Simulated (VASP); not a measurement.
PbS: G0W0 quasiparticle levels with PBE

The system is PbS.

```
CELL_PARAMETERS angstrom
0.00000 2.98723 2.98723
2.98723 0.00000 2.98723
2.98723 2.98723 0.00000
ATOMIC_POSITIONS crystal
Pb 0.00000 0.00000 0.00000
S 0.50000 0.50000 0.50000
```

```json
{"Program": "VASP 6.6.1", "Task": "G0W0 quasiparticle levels", "Functional": "PBE", "Potentials or basis": "VASP PAW PBE potentials, release 64 (Pb_d_GW, S_GW)", "Cutoff": "500 eV", "k mesh": "6 × 6 × 6", "Occupations": "gaussian, width 0.01 eV", "Spin": "no spin polarisation", "Dipole correction": "no", "GW scheme": "G0W0", "GW iterations": "1", "Cutoff of the response function": "80", "Frequency points": "96", "Empty bands": "86", "Further INCAR settings": "ALGO = EVGW0; EDIFF = 1e-08; NBANDS = 97"}
```

* Quasiparticle gap: 0.67 eV
* Least direct quasiparticle gap: 0.67 eV
* Band gap of the starting levels on the mesh: 0.44 eV
* Least direct gap of the starting levels on the mesh: 0.44 eV

Wall time 14 min on 1 thread of Intel(R) Xeon(R) 6975P-C (Granite Rapids) (shared host), peak memory 0.84 GiB.

Caveat: bands, screening cutoff and mesh are small and nothing is extrapolated, so the quasiparticle values aren't converged; spin-orbit coupling is left out, which moves the levels of the heavy elements.
